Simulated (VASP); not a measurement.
# SiC (Moissanite) (P6_3mc) in VASP: a series of runs

SiC (Moissanite) is run at these levels: PBE+D3(BJ); tasks: single point, relaxation of cell and atoms.

Everything below comes from runs of VASP 6.6.1. Logs are shortened: lines on timing, memory, paths and dates and some standing lists are left out, and cuts for length are marked.

**1. The cell of the first run**

It takes space group P6_3mc (No. 186, hexagonal). Conventional cell: a = 3.070 Å, b = 3.070 Å, c = 5.038 Å, α = 90.00°, β = 90.00°, γ = 120.00°. Si (site symmetry 3m) has 4 C at 1.88 to 1.89 Å within 2.5 Å. C (site symmetry 3m) has 4 Si at 1.88 to 1.89 Å within 2.5 Å.

**2. Single point, PBE+D3(BJ)**

The input, INCAR:

```
  PREC = Accurate
  ENCUT = 520
  EDIFF = 1E-6
  ISMEAR = 0
  SIGMA = 0.02
  LREAL = False
  LASPH = True
  NELM = 80
  ALGO = Normal
  ISIF = 2
  LWAVE = False
  LCHARG = True
  GGA = PE
  IVDW = 12
  LELF = True
  LVHAR = True
  NBANDS = 16
```

The input, KPOINTS:

```
Automatic mesh
0
Gamma
  12 12 6
```

The input, POSCAR:

```
SiC
1.0
    3.0701411193      0.0000000000      0.0000000000
   -1.5350705596      2.6588202025      0.0000000000
    0.0000000000      0.0000000000      5.0381536516
Si C
2 2
Direct
    0.3333333333      0.6666666667      0.0046018575
    0.6666666667      0.3333333333      0.5046018575
    0.3333333333      0.6666666667      0.3803981425
    0.6666666667      0.3333333333      0.8803981425
```

Potentials or basis: VASP PAW PBE potentials, release 64 (Si, C).

Run with:

```bash
$ cat potpaw_PBE.64/Si/POTCAR potpaw_PBE.64/C/POTCAR > POTCAR
$ mpirun -np 1 vasp_std > vasp.out
```

OUTCAR:

```text
PREC = Accurate
   ENCUT = 520
   EDIFF = 1E-6
   ISMEAR = 0
   LREAL = False
   LASPH = True
   NELM = 80
   ISIF = 2
   GGA = PE
   IVDW = 12
 IVDW          = 12

 ion  position               nearest neighbor table
   1  0.333  0.667  0.005-   4 1.88   4 1.88   4 1.88   3 1.89   2 3.08   2 3.08   2 3.08   2 3.08
                             2 3.08   2 3.08
   2  0.667  0.333  0.505-   3 1.88   3 1.88   3 1.88   4 1.89   1 3.08   1 3.08   1 3.08   1 3.08
                             1 3.08   1 3.08
   3  0.333  0.667  0.380-   2 1.88   2 1.88   2 1.88   1 1.89
   4  0.667  0.333  0.880-   1 1.88   1 1.88   1 1.88   2 1.89

  LATTYP: Found a hexagonal cell.
 ALAT       =     3.0701411193
 C/A-ratio  =     1.6410169617

  Lattice vectors:

 A1 = (   3.0701411193,   0.0000000000,   0.0000000000)
 A2 = (  -1.5350705596,   2.6588202025,   0.0000000000)
 A3 = (   0.0000000000,   0.0000000000,   5.0381536516)

Analysis of symmetry for initial positions (statically):
=====================================================================
 Subroutine PRICEL returns:
 Original cell was already a primitive cell.

 Routine SETGRP: Setting up the symmetry group for a
 hexagonal supercell.

 Subroutine GETGRP returns: Found 12 space group operations
 (whereof  6 operations were pure point group operations)
 out of a pool of 24 trial point group operations.

The static configuration has the point symmetry C_3v.
 The point group associated with its full space group is C_6v.

Analysis of symmetry for dynamics (positions and initial velocities):
=====================================================================
 Subroutine PRICEL returns:
 Original cell was already a primitive cell.

 Routine SETGRP: Setting up the symmetry group for a
 hexagonal supercell.

 Subroutine GETGRP returns: Found 12 space group operations
 (whereof  6 operations were pure point group operations)
 out of a pool of 24 trial point group operations.

The dynamic configuration has the point symmetry C_3v.
 The point group associated with its full space group is C_6v.

 Subroutine INISYM returns: Found 12 space group operations
 (whereof  6 operations are pure point group operations),
 and found     1 'primitive' translations

----------------------------------------------------------------------------------------

                                     Primitive cell

  volume of cell :      41.1262

  direct lattice vectors                    reciprocal lattice vectors
     3.070141119  0.000000000  0.000000000     0.325717927  0.188053333  0.000000000
    -1.535070560  2.658820202  0.000000000     0.000000000  0.376106665  0.000000000
     0.000000000  0.000000000  5.038153652     0.000000000  0.000000000  0.198485411

  length of vectors
     3.070141119  3.070141119  5.038153652     0.376106665  0.376106665  0.198485411

  position of ions in fractional coordinates (direct lattice)
     0.333333333  0.666666667  0.004601857
     0.666666667  0.333333333  0.504601857
     0.333333333  0.666666667  0.380398142
     0.666666667  0.333333333  0.880398142

  ion indices of the primitive-cell ions
   primitive index   ion index
                 1           1
                 2           2
                 3           3
                 4           4

----------------------------------------------------------------------------------------

 KPOINTS: Automatic mesh

Automatic generation of k-mesh.
 Grid dimensions read from file:
 generate k-points for:   12   12    6

 Generating k-lattice:

  Cartesian coordinates                     Fractional coordinates (reciprocal lattice)
     0.027143161  0.015671111  0.000000000     0.083333333  0.000000000  0.000000000
     0.000000000  0.031342222  0.000000000     0.000000000  0.083333333  0.000000000
     0.000000000  0.000000000  0.033080902     0.000000000  0.000000000  0.166666667

  Length of vectors
     0.031342222  0.031342222  0.033080902

  Shift w.r.t. Gamma in fractional coordinates (k-lattice)
     0.000000000  0.000000000  0.000000000

 Subroutine IBZKPT returns following result:
 ===========================================

 Found     76 irreducible k-points:

 Following reciprocal coordinates:
            Coordinates               Weight
  0.000000  0.000000  0.000000      1.000000
  0.083333 -0.000000  0.000000      6.000000
  0.166667 -0.000000  0.000000      6.000000
  0.250000 -0.000000  0.000000      6.000000
  0.333333 -0.000000  0.000000      6.000000
  0.416667 -0.000000  0.000000      6.000000
[... 16 lines left out ...]
  0.250000 -0.000000  0.166667     12.000000
  0.333333 -0.000000  0.166667     12.000000
 [... further k-points ...]
   k-points           NKPTS =     76   k-points in BZ     NKDIM =     76   number of bands    NBANDS=     16
   number of dos      NEDOS =    301   number of ions     NIONS =      4
   total plane-waves  NPLWV =  23040
   dimension x,y,z NGX =    24 NGY =   24 NGZ =   40
   dimension x,y,z NGXF=    48 NGYF=   48 NGZF=   80
   ions per type =               2   2
   NGX,Y,Z   is equivalent  to a cutoff of  13.00, 13.00, 13.20 a.u.
   NGXF,Y,Z  is equivalent  to a cutoff of  25.99, 25.99, 26.40 a.u.
 SYSTEM =  unknown system
   PREC   = accura    normal or accurate (medium, high low for compatibility)
   ISTART =      0    job   : 0-new  1-cont  2-samecut
   ICHARG =      2    charge: 1-file 2-atom 10-const
   ISPIN  =      1    spin polarized calculation?
   LNONCOLLINEAR =      F non collinear calculations
   LSORBIT =      F    spin-orbit coupling
   LASPH  =      T    aspherical Exc in radial PAW
   ENCUT  =  520.0 eV  38.22 Ry    6.18 a.u.   5.71  5.71  9.37*2*pi/ulx,y,z
   NELM   =     80;   NELMIN=  2; NELMDL= -5     # of ELM steps
   EDIFF  = 0.1E-05   stopping-criterion for ELM
   LREAL  =      F    real-space projection
   EDIFFG = 0.1E-04   stopping-criterion for IOM
   NSW    =      0    number of steps for IOM
   IBRION =     -1    ionic relax: 0-MD 1-quasi-New 2-CG
   NFREE  =      0    steps in history (QN), initial steepest desc. (CG)
   ISIF   =      2    stress and relaxation
   ISYM   =      2    0-nonsym 1-usesym 2-fastsym
   POTIM  = 0.5000    time-step for ionic-motion
   TEBEG  =    0.0;   TEEND  =   0.0 temperature during run
   PSTRESS=    0.0 pullay stress
   NELECT =      16.0000    total number of electrons
   NUPDOWN=      -1.0000    fix difference up-down
   EMIN   =  10.00;   EMAX   =-10.00  energy-range for DOS
   EFERMI =   0.00;   METHOD = LEGACY
   ISMEAR =     0;   SIGMA  =   0.02  broadening in eV -4-tet -1-fermi 0-gaus
   EFERMI_NEDOS =   21; number of points for ismear=-14 and -15
   IALGO  =     38    algorithm
   IMIX   =      4    mixing-type and parameters
     AMIX     =   0.40;   BMIX     =  1.00
     AMIX_MAG =   1.60;   BMIX_MAG =  1.00
  volume/ion in A,a.u.               =      10.28        69.38
  Fermi-wavevector in a.u.,A,eV,Ry     =   1.195112  2.258434 19.433100  1.428293
  Thomas-Fermi vector in A             =   2.331085
   LORBIT       =      0    0 simple, 1 ext, 2 COOP (PROOUT), +10 PAW based schemes
   GGA     = PE    functional components
   LHFCALC =     F    Hartree Fock is set to
   AEXX    =    0.0000 exact exchange contribution
   IVDW    =    12    specifies the selected vdW correction
   LEPSILON=     F    determine dielectric tensor
   LRPA    =     F    only Hartree local field effects (RPA)
 non-spin polarized calculation
 Gauss-broadening in eV      SIGMA  =   0.02
  energy-cutoff  :      520.00
  volume of cell :       41.13
 maximum number of plane-waves:      1124
 NGX is ok and might be reduce to    24
   NGX = 11   NGY = 11   NGZ = 19

 number of electron      15.9999999 magnetization

 Free energy of the ion-electron system (eV)
  ---------------------------------------------------
  ext. energy  EPLUGINS =         0.00000000
  ---------------------------------------------------
  free energy    TOTEN  =       -30.09742630 eV

  energy without entropy =      -30.09742630  energy(sigma->0) =      -30.09742630

 E-fermi :   8.4396     XC(G=0): -11.3754

 val. band max:        8.3254838771   @ k =   0.0000   0.0000   0.0000
 cond. band min:      10.5897922484   @ k =   0.3333   0.3333   0.0000
 fundamental gap:      2.2643083713
 Fermi energy:         8.4396428336

 k-point     1 :       0.0000    0.0000    0.0000
  band No.  band energies     occupation
      1      -7.2901      2.00000
      2      -3.7011      2.00000
      3      -0.4057      2.00000
      4       7.0054      2.00000
      5       7.0054      2.00000
      6       8.2130      2.00000
[... 8 lines left out ...]
     15      17.3220      0.00000
     16      19.7090      0.00000

 k-point     2 :       0.0833   -0.0000    0.0000
  band No.  band energies     occupation
      1      -7.1691      2.00000
      2      -3.5978      2.00000
      3      -0.2939      2.00000
      4       6.3201      2.00000
      5       6.7934      2.00000
      6       7.8639      2.00000
[... 8 lines left out ...]
     15      17.6247      0.00000
     16      18.7502      0.00000

 k-point     3 :       0.1667   -0.0000    0.0000
  band No.  band energies     occupation
      1      -6.8090      2.00000
      2      -3.2969      2.00000
      3       0.0326      2.00000
      4       4.8271      2.00000
      5       6.3141      2.00000
      6       6.7498      2.00000
[... 8 lines left out ...]
     15      17.9171      0.00000
     16      18.2721      0.00000

 k-point     4 :       0.2500   -0.0000    0.0000
  band No.  band energies     occupation
      1      -6.2211      2.00000
      2      -2.8357      2.00000
      3       0.5278      2.00000
      4       3.1967      2.00000
      5       5.3632      2.00000
      6       5.7943      2.00000
[... 8 lines left out ...]
     15      18.4270      0.00000
     16      19.1676      0.00000

 k-point     5 :       0.3333   -0.0000    0.0000
  band No.  band energies     occupation
      1      -5.4333      2.00000
      2      -2.3372      2.00000
      3       0.8713      2.00000
      4       2.0784      2.00000
      5       3.9511      2.00000
      6       5.3646      2.00000
[... 8 lines left out ...]
     15      19.2908      0.00000
     16      20.4515      0.00000

 k-point     6 :       0.4167   -0.0000    0.0000
  band No.  band energies     occupation
      1      -4.5305      2.00000
      2      -2.1962      2.00000
      3       0.5057      2.00000
      4       2.3678      2.00000
      5       2.7516      2.00000
      6       5.0881      2.00000
[... 8 lines left out ...]
     15      19.4327      0.00000
     16      20.6492      0.00000
[... 267 lines left out ...]
 k-point    21 :       0.0833   -0.0000    0.1667
  band No.  band energies     occupation
      1      -7.0330      2.00000
      2      -4.1411      2.00000
      3       0.4657      2.00000
      4       6.4108      2.00000
      5       6.8750      2.00000
      6       7.2959      2.00000
[... 8 lines left out ...]
     15      17.3300      0.00000
     16      19.2273      0.00000

 k-point    22 :       0.1667   -0.0000    0.1667
  band No.  band energies     occupation
      1      -6.6740      2.00000
      2      -3.8227      2.00000
      3       0.7552      2.00000
      4       4.9492      2.00000
      5       6.3634      2.00000
      6       6.4051      2.00000
[... 8 lines left out ...]
     15      18.1197      0.00000
     16      18.6380      0.00000

 k-point    23 :       0.2500   -0.0000    0.1667
  band No.  band energies     occupation
      1      -6.0883      2.00000
      2      -3.3232      2.00000
      3       1.1313      2.00000
      4       3.4011      2.00000
      5       4.9728      2.00000
      6       5.8923      2.00000
[... 8 lines left out ...]
     15      19.1339      0.00000
     16      19.1792      0.00000

 k-point    24 :       0.3333   -0.0000    0.1667
  band No.  band energies     occupation
      1      -5.3046      2.00000
      2      -2.7334      2.00000
      3       0.9815      2.00000
      4       2.6617      2.00000
      5       3.5391      2.00000
      6       5.4667      2.00000
[... 8 lines left out ...]
     15      19.6901      0.00000
     16      20.4380      0.00000

 [... further k-points ...]

------------------------ aborting loop because EDIFF is reached ----------------------------------------

 Edisp (eV)   -1.21007

 E8    (eV) :    -0.4542

  FORCE on cell =-STRESS in cart. coord.  units (eV):
  Direction    XX          YY          ZZ          XY          YZ          ZX
  --------------------------------------------------------------------------------------
  -------------------------------------------------------------------------------------
  Total      -0.01597    -0.01597    -0.01242    -0.00000    -0.00000    -0.00000
  in kB      -0.62213    -0.62213    -0.48381    -0.00000    -0.00000    -0.00000
  external pressure =       -0.58 kB  Pullay stress =        0.00 kB

 VOLUME and BASIS-vectors are now :
 -----------------------------------------------------------------------------
  energy-cutoff  :      520.00
  volume of cell :       41.13
      direct lattice vectors                 reciprocal lattice vectors
     3.070141119  0.000000000  0.000000000     0.325717927  0.188053333  0.000000000
    -1.535070560  2.658820202  0.000000000     0.000000000  0.376106665  0.000000000
     0.000000000  0.000000000  5.038153652     0.000000000  0.000000000  0.198485411

 POSITION                                       TOTAL-FORCE (eV/Angst)
 -----------------------------------------------------------------------------------
     -0.00000      1.77255      0.02318        -0.000000     -0.000000     -0.000060
      1.53507      0.88627      2.54226         0.000000      0.000000     -0.000060
     -0.00000      1.77255      1.91650         0.000000     -0.000000      0.000060
      1.53507      0.88627      4.43558        -0.000000      0.000000      0.000060
 -----------------------------------------------------------------------------------
    total drift:                               -0.000000     -0.000000     -0.000282

  FREE ENERGIE OF THE ION-ELECTRON SYSTEM (eV)
  ---------------------------------------------------
  free  energy   TOTEN  =       -31.3074982207 eV

  energy  without entropy=      -31.3074982207  energy(sigma->0) =      -31.30749822
```

Run time: 29 s. Hardware: 1 thread of Intel Xeon 6975P-C, shared host; peak memory 0.19 GiB.

Results:

- Free energy: -31.3075 eV
- Pressure: -0.1 GPa
- Band gap on the k mesh: 2.26 eV, indirect (least direct gap 3.98 eV)
- Dispersion energy per atom: -0.303 eV

(Continued in part 2 of 2.)
